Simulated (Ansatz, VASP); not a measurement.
# Sb: VASP beside Ansatz

```xyz
4
Lattice="4.0687 0.0000 0.0000 -2.0343 3.5236 0.0000 0.0000 0.0000 20.8000" Properties=species:S:1:pos:R:3 pbc="T T T"
Sb    0.0000    2.3491    6.1500
Sb    2.0343    1.1745    4.5000
Sb    1.1302    2.7406   11.6500
Sb   -0.9042    3.9151   10.0000
```

Alike in both runs: task single point; functional PBE; dispersion D3(BJ); k mesh 9 × 9 × 1; occupations gaussian, width 0.05 eV; no spin polarisation.

```csv
,VASP,Ansatz
version,VASP 6.6.1,Ansatz 0.2.0
potentials or method,"VASP PAW PBE potentials, release 64 (Sb), cutoff 520 eV","scalar-relativistic, plane waves, PAW"
valence electrons in the cell,20,60
```

|  | VASP | Ansatz | Ansatz less VASP |
| --- | --- | --- | --- |
| gap on the k mesh at the Fermi level (eV) | 0.88 | 0.87 | -0.010 |
| least direct gap on the mesh (eV) | 1.44 | 1.48 | +0.039 |
| rms of the force components (eV/Å) | 0.083 | 0.045 | -0.0380 |

Atom by atom the forces differ by 0.049 eV/Å (rms over components). VASP's potentials hold 20 valence electrons a cell and Ansatz's 60, so a difference there can come from the potentials and not from the codes.

Spin-orbit coupling is off throughout.
